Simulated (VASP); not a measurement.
# NaF (Fm-3m) in VASP: a series of runs

The runs below take NaF through single point, with PBE.

All numbers are computed with VASP 6.6.1; they aren't measurements. Logs are shortened: lines on timing, memory, paths and dates and some standing lists are left out, and cuts for length are marked.

## 1. The cell of the first run

The structure is cubic, space group Fm-3m (No. 225). Conventional cell: a = 4.572 Å, b = 4.572 Å, c = 4.572 Å, α = 90.00°, β = 90.00°, γ = 90.00°. Na (site symmetry m-3m) has 6 F at 2.29 Å within 3.0 Å. F (site symmetry m-3m) has 6 Na at 2.29 Å within 3.0 Å.

## 2. Single point, PBE

File INCAR:

```
SYSTEM = NaF
ALGO     = Normal         ! electronic algorithm
EDIFF    = 1E-6           ! SCF threshold, eV
ENCUT    = 520            ! plane-wave cutoff, eV
GGA      = PE             ! functional
ISIF     = 2              ! what is computed and relaxed
ISMEAR   = -1             ! smearing method
LASPH    = .TRUE.         ! aspherical terms in the spheres
LCHARG   = .FALSE.        ! write CHGCAR
LREAL    = .FALSE.        ! projectors in reciprocal space
LWAVE    = .FALSE.        ! write WAVECAR
NBANDS   = 14             ! bands
NELM     = 60             ! most SCF steps
PREC     = Accurate       ! precision mode
SIGMA    = 0.02           ! smearing width, eV
```

File KPOINTS:

```
k-points
0
G
  8 8 8
  0 0 0
```

File POSCAR:

```
NaF
1.0
    0.0000000000      2.2858943317      2.2858943317
    2.2858943317      0.0000000000      2.2858943317
    2.2858943317      2.2858943317      0.0000000000
Na F
1 1
Direct
    0.0000000000      0.0000000000      0.0000000000
    0.4999999274      0.4999999274      0.4999999274
```

Potentials or basis: VASP PAW PBE potentials, release 64 (Na_pv, F).

On the command line:

```bash
$ cat potpaw_PBE.64/Na_pv/POTCAR potpaw_PBE.64/F/POTCAR > POTCAR
$ mpirun -np 1 vasp_std > vasp.out
```

OUTCAR:

```text
SYSTEM = NaF
   EDIFF = 1E-6
   ENCUT = 520
   GGA = PE
   ISIF = 2
   ISMEAR = -1
   LASPH = .TRUE.
   LREAL = .FALSE.
   NELM = 60
   PREC = Accurate

 ion  position               nearest neighbor table
   1  0.000  0.000  0.000-   2 2.29   2 2.29   2 2.29   2 2.29   2 2.29   2 2.29
   2  0.500  0.500  0.500-   1 2.29   1 2.29   1 2.29   1 2.29   1 2.29   1 2.29

  LATTYP: Found a face centered cubic cell.
 ALAT       =     4.5717886634

  Lattice vectors:

 A1 = (   0.0000000000,   2.2858943317,   2.2858943317)
 A2 = (   2.2858943317,   0.0000000000,   2.2858943317)
 A3 = (   2.2858943317,   2.2858943317,   0.0000000000)

Analysis of symmetry for initial positions (statically):
=====================================================================
 Subroutine PRICEL returns:
 Original cell was already a primitive cell.

 Routine SETGRP: Setting up the symmetry group for a
 face centered cubic supercell.

 Subroutine GETGRP returns: Found 48 space group operations
 (whereof 48 operations were pure point group operations)
 out of a pool of 48 trial point group operations.

The static configuration has the point symmetry O_h .

Analysis of symmetry for dynamics (positions and initial velocities):
=====================================================================
 Subroutine PRICEL returns:
 Original cell was already a primitive cell.

 Routine SETGRP: Setting up the symmetry group for a
 face centered cubic supercell.

 Subroutine GETGRP returns: Found 48 space group operations
 (whereof 48 operations were pure point group operations)
 out of a pool of 48 trial point group operations.

The dynamic configuration has the point symmetry O_h .

 Subroutine INISYM returns: Found 48 space group operations
 (whereof 48 operations are pure point group operations),
 and found     1 'primitive' translations

----------------------------------------------------------------------------------------

                                     Primitive cell

  volume of cell :      23.8890

  direct lattice vectors                    reciprocal lattice vectors
     0.000000000  2.285894332  2.285894332    -0.218732770  0.218732770  0.218732770
     2.285894332  0.000000000  2.285894332     0.218732770 -0.218732770  0.218732770
     2.285894332  2.285894332  0.000000000     0.218732770  0.218732770 -0.218732770

  length of vectors
     3.232742766  3.232742766  3.232742766     0.378856272  0.378856272  0.378856272

  position of ions in fractional coordinates (direct lattice)
     0.000000000  0.000000000  0.000000000
     0.499999927  0.499999927  0.499999927

  ion indices of the primitive-cell ions
   primitive index   ion index
                 1           1
                 2           2

----------------------------------------------------------------------------------------

 KPOINTS: k-points

Automatic generation of k-mesh.
 Grid dimensions read from file:
 generate k-points for:    8    8    8

 Generating k-lattice:

  Cartesian coordinates                     Fractional coordinates (reciprocal lattice)
    -0.027341596  0.027341596  0.027341596     0.125000000  0.000000000  0.000000000
     0.027341596 -0.027341596  0.027341596     0.000000000  0.125000000  0.000000000
     0.027341596  0.027341596 -0.027341596     0.000000000  0.000000000  0.125000000

  Length of vectors
     0.047357034  0.047357034  0.047357034

  Shift w.r.t. Gamma in fractional coordinates (k-lattice)
     0.000000000  0.000000000  0.000000000

 Subroutine IBZKPT returns following result:
 ===========================================

 Found     29 irreducible k-points:

 Following reciprocal coordinates:
            Coordinates               Weight
  0.000000  0.000000  0.000000      1.000000
  0.125000  0.000000  0.000000      8.000000
  0.250000  0.000000  0.000000      8.000000
  0.375000  0.000000  0.000000      8.000000
  0.500000  0.000000  0.000000      4.000000
  0.125000  0.125000  0.000000      6.000000
[... 16 lines left out ...]
  0.500000  0.250000  0.125000     48.000000
 -0.375000  0.250000  0.125000     24.000000
 [... further k-points ...]
   k-points           NKPTS =     29   k-points in BZ     NKDIM =     29   number of bands    NBANDS=     14
   number of dos      NEDOS =    301   number of ions     NIONS =      2
   total plane-waves  NPLWV =  13824
   dimension x,y,z NGX =    24 NGY =   24 NGZ =   24
   dimension x,y,z NGXF=    48 NGYF=   48 NGZF=   48
   ions per type =               1   1
   NGX,Y,Z   is equivalent  to a cutoff of  12.34, 12.34, 12.34 a.u.
   NGXF,Y,Z  is equivalent  to a cutoff of  24.68, 24.68, 24.68 a.u.
 SYSTEM =  NaF
   PREC   = accura    normal or accurate (medium, high low for compatibility)
   ISTART =      0    job   : 0-new  1-cont  2-samecut
   ICHARG =      2    charge: 1-file 2-atom 10-const
   ISPIN  =      1    spin polarized calculation?
   LNONCOLLINEAR =      F non collinear calculations
   LSORBIT =      F    spin-orbit coupling
   LASPH  =      T    aspherical Exc in radial PAW
   ENCUT  =  520.0 eV  38.22 Ry    6.18 a.u.   6.01  6.01  6.01*2*pi/ulx,y,z
   NELM   =     60;   NELMIN=  2; NELMDL= -5     # of ELM steps
   EDIFF  = 0.1E-05   stopping-criterion for ELM
   LREAL  =      F    real-space projection
[... 7 lines left out ...]
   TEBEG  =    0.0;   TEEND  =   0.0 temperature during run
   PSTRESS=    0.0 pullay stress
   NELECT =      14.0000    total number of electrons
   NUPDOWN=      -1.0000    fix difference up-down
   EMIN   =  10.00;   EMAX   =-10.00  energy-range for DOS
   EFERMI =   0.00;   METHOD = LEGACY
   ISMEAR =    -1;   SIGMA  =   0.02  broadening in eV -4-tet -1-fermi 0-gaus
   EFERMI_NEDOS =   21; number of points for ismear=-14 and -15
   IALGO  =     38    algorithm
   IMIX   =      4    mixing-type and parameters
     AMIX     =   0.40;   BMIX     =  1.00
     AMIX_MAG =   1.60;   BMIX_MAG =  1.00
  volume/ion in A,a.u.               =      11.94        80.61
  Fermi-wavevector in a.u.,A,eV,Ry     =   1.369992  2.588909 25.536476  1.876878
  Thomas-Fermi vector in A             =   2.495818
   LORBIT       =      0    0 simple, 1 ext, 2 COOP (PROOUT), +10 PAW based schemes
   GGA     = PE    functional components
   LHFCALC =     F    Hartree Fock is set to
   AEXX    =    0.0000 exact exchange contribution
   IVDW    =     0    specifies the selected vdW correction
   LEPSILON=     F    determine dielectric tensor
   LRPA    =     F    only Hartree local field effects (RPA)
 non-spin polarized calculation
  energy-cutoff  :      520.00
  volume of cell :       23.89
 maximum number of plane-waves:       660
   NGX = 13   NGY = 13   NGZ = 13

 number of electron      13.9999998 magnetization

 Free energy of the ion-electron system (eV)
  ---------------------------------------------------
  ext. energy  EPLUGINS =         0.00000000
  ---------------------------------------------------
  free energy    TOTEN  =        -8.54016404 eV

  energy without entropy =       -8.54016404  energy(sigma->0) =       -8.54016404

 E-fermi :  -1.3449     XC(G=0):  -9.3505

 val. band max:       -1.9018068808   @ k =   0.0000   0.0000   0.0000
 cond. band min:       4.6219875286   @ k =   0.0000   0.0000   0.0000
 fundamental gap:      6.5237944093
 Fermi energy:        -1.3448944422

 k-point     1 :       0.0000    0.0000    0.0000
  band No.  band energies     occupation
      1     -21.1464      2.00000
      2     -20.7297      2.00000
      3     -20.7297      2.00000
      4     -20.7297      2.00000
      5      -1.9018      2.00000
      6      -1.9018      2.00000
      7      -1.9018      2.00000
      8       4.6220      0.00000
      9      17.3654      0.00000
     10      17.3654      0.00000
     11      17.3654      0.00000
     12      20.3119      0.00000
     13      22.5357      0.00000
     14      22.5357      0.00000

 k-point     2 :       0.1250    0.0000    0.0000
  band No.  band energies     occupation
      1     -21.3155      2.00000
      2     -20.7316      2.00000
      3     -20.7316      2.00000
      4     -20.5379      2.00000
      5      -2.2130      2.00000
      6      -1.9431      2.00000
      7      -1.9431      2.00000
      8       5.1838      0.00000
      9      15.6132      0.00000
     10      17.6214      0.00000
     11      17.6214      0.00000
     12      21.9926      0.00000
     13      21.9926      0.00000
     14      22.2880      0.00000

 k-point     3 :       0.2500    0.0000    0.0000
  band No.  band energies     occupation
      1     -21.5426      2.00000
      2     -20.7364      2.00000
      3     -20.7364      2.00000
      4     -20.2558      2.00000
      5      -2.8471      2.00000
      6      -2.0415      2.00000
      7      -2.0415      2.00000
      8       6.5329      0.00000
      9      13.5193      0.00000
     10      18.1985      0.00000
     11      18.1985      0.00000
     12      21.3435      0.00000
     13      21.3435      0.00000
     14      23.0830      0.00000
[... 324 lines left out ...]
 k-point    23 :       0.5000    0.2500    0.1250
  band No.  band energies     occupation
      1     -21.5581      2.00000
      2     -20.7885      2.00000
      3     -20.7567      2.00000
      4     -20.1537      2.00000
      5      -3.2059      2.00000
      6      -2.4299      2.00000
      7      -2.2218      2.00000
      8       9.0632      0.00000
      9      11.9508      0.00000
     10      15.9608      0.00000
     11      17.8508      0.00000
     12      20.1081      0.00000
     13      22.2325      0.00000
     14      26.5096      0.00000

 k-point    24 :      -0.3750    0.2500    0.1250
  band No.  band energies     occupation
      1     -21.5724      2.00000
      2     -20.7920      2.00000
      3     -20.7650      2.00000
      4     -20.1215      2.00000
      5      -3.2815      2.00000
      6      -2.5125      2.00000
      7      -2.2622      2.00000
      8      10.1574      0.00000
      9      11.1438      0.00000
     10      15.6535      0.00000
     11      17.5494      0.00000
     12      20.7232      0.00000
     13      21.8251      0.00000
     14      26.7439      0.00000

 [... further k-points ...]
[... 5 lines left out ...]
  --------------------------------------------------------------------------------------
  -------------------------------------------------------------------------------------
  Total        0.6624664      0.6624664      0.6624664      0.0000000      0.0000000      0.0000000
  in kB       44.4299653     44.4299653     44.4299653      0.0000000      0.0000000      0.0000000
  external PRESSURE =      44.4299653 kB  Pullay stress =       0.0000000 kB

 VOLUME and BASIS-vectors are now :
 -----------------------------------------------------------------------------
  energy-cutoff  :      520.00
  volume of cell :       23.89
      direct lattice vectors                 reciprocal lattice vectors
     0.000000000  2.285894332  2.285894332    -0.218732770  0.218732770  0.218732770
     2.285894332  0.000000000  2.285894332     0.218732770 -0.218732770  0.218732770
     2.285894332  2.285894332  0.000000000     0.218732770  0.218732770 -0.218732770

 POSITION                                       TOTAL-FORCE (eV/Angst)
 -----------------------------------------------------------------------------------
      0.00000      0.00000      0.00000        -0.000000     -0.000000     -0.000000
      2.28589      2.28589      2.28589         0.000000      0.000000      0.000000
 -----------------------------------------------------------------------------------
    total drift:                                0.000604      0.000604      0.000604

  FREE ENERGIE OF THE ION-ELECTRON SYSTEM (eV)
  ---------------------------------------------------
  free  energy   TOTEN  =        -8.5401640352 eV

  energy  without entropy=       -8.5401640352  energy(sigma->0) =       -8.54016404
```

It took 5.1 s on 1 thread of AMD EPYC 9R45 (Zen 5), shared host; peak memory 0.1 GiB.

Results:

```yaml
Free_energy: -8.5402 eV
Pressure: 4.4 GPa
Band_gap_on_the_k_mesh: 6.52 eV, direct
```

PBE gaps usually lie below the measured ones, often by a third to a half.

## 3. Single point, PBE

File INCAR:

```
PREC = Accurate
ENCUT = 520
EDIFF = 1E-7
ISMEAR = -1
SIGMA = 0.02
LREAL = False
LASPH = True
NELM = 80
ALGO = Normal
ISIF = 2
LWAVE = False
LCHARG = False
GGA = PE
NBANDS = 14
```

File KPOINTS:

```
regular mesh
0
Gamma
  8 8 8
```

Edit POSCAR of step 2 so:

```diff
@@ -9,2 +9,2 @@
     0.0000000000      0.0000000000      0.0000000000
-    0.4999999274      0.4999999274      0.4999999274
+    1.5000002198      0.4999999274      0.4999999274
```

Potentials or basis: VASP PAW PBE potentials, release 64 (Na_pv, F).

On the command line:

```bash
$ cat potpaw_PBE.64/Na_pv/POTCAR potpaw_PBE.64/F/POTCAR > POTCAR
$ mpirun -np 1 vasp_std > vasp.out
```

It took 6.1 s on 1 thread of AMD EPYC 9R45 (Zen 5), shared host; peak memory 0.1 GiB.

It converged, with:

```yaml
Free_energy: -8.5402 eV
Pressure: 4.5 GPa
Band_gap_on_the_k_mesh: 6.52 eV, direct
```

Levels at points of the mesh, in eV from the valence-band top:
| k point | band 4 | band 5 | band 6 | band 7 | band 8 | band 9 | band 10 | band 11 |
| --- | --- | --- | --- | --- | --- | --- | --- | --- |
| (0.00, 0.00, 0.00) | -18.83 | 0.00 | 0.00 | 0.00 | 6.52 | 19.27 | 19.27 | 19.27 |
| (0.50, 0.00, 0.00) | -18.07 | -1.68 | -0.28 | -0.28 | 11.04 | 12.82 | 20.56 | 20.56 |
| (0.50, 0.50, 0.00) | -18.89 | -1.34 | -0.42 | -0.42 | 13.44 | 13.49 | 14.01 | 20.30 |

As with any semilocal functional, this PBE gap is likely too small.

## 4. Single point, PBE

File INCAR:

```
SYSTEM = NaF
PREC = Accurate
ENCUT = 520
EDIFF = 1E-6
ISMEAR = -1
SIGMA = 0.02
LREAL = .FALSE.
LASPH = .TRUE.
NELM = 80
ALGO = Normal
ISIF = 2
LWAVE = .FALSE.
LCHARG = .FALSE.
GGA = PE
NBANDS = 14
```

File KPOINTS:

```
regular mesh
0
G
  8 8 8
  0 0 0
```

POSCAR is that of step 3.

On the command line:

```bash
$ cat potpaw_PBE.64/Na_pv/POTCAR potpaw_PBE.64/F/POTCAR > POTCAR
$ mpirun -np 1 vasp_std > vasp.out
```

It took 5.5 s on 1 thread of AMD EPYC 9R45 (Zen 5), shared host; peak memory 0.1 GiB.

The run converged. Its results:

| Quantity | Value |
| --- | --- |
| Free energy | -8.5402 eV |
| Pressure | 4.4 GPa |
| Band gap on the k mesh | 6.52 eV, direct |

Levels at points of the mesh, in eV from the valence-band top:
```csv
k point,band 4,band 5,band 6,band 7,band 8,band 9,band 10,band 11
"(0.00, 0.00, 0.00)",-18.83,0.00,0.00,0.00,6.52,19.27,19.27,19.27
"(0.50, 0.00, 0.00)",-18.07,-1.68,-0.28,-0.28,11.04,12.82,20.56,20.56
"(0.50, 0.50, 0.00)",-18.89,-1.34,-0.42,-0.42,13.44,13.49,14.01,20.30
```

Expect the measured gap to be larger: semilocal functionals such as PBE lack the derivative discontinuity.
